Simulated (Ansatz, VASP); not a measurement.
**Cd: VASP beside Ansatz**

```
Cd
1.0
     0.00000    3.36760    3.36760
     3.36760    0.00000    3.36760
     3.36760    3.36760    0.00000
Cd
2
Cartesian
  0.0000 0.0000 0.0000
  1.6838 1.6838 1.6838
```

Change from the starting cell: volume scaled by 1.025, PAW files.

Alike in both runs: task electric field gradients; functional PBE; k mesh 9 × 9 × 9; occupations fermi-dirac, width 0.08 eV; no spin polarisation.

|  | VASP | Ansatz |
| --- | --- | --- |
| version | VASP 6.6.1 | Ansatz 0.2.0 |
| potentials or method | VASP PAW PBE potentials, release 64 (Cd) | PAW with Ansatz's default frozen-core files, scalar-relativistic |
| plane-wave cutoff (eV) | 520 | 420 |
| valence electrons in the cell | 24 | 40 |

|  | VASP | Ansatz | Ansatz less VASP |
| --- | --- | --- | --- |
| pressure (GPa) | -0.2 | -0.3 | -0.12 |

VASP's potentials hold 24 valence electrons a cell and Ansatz's 40, so a difference there can come from the potentials and not from the codes.
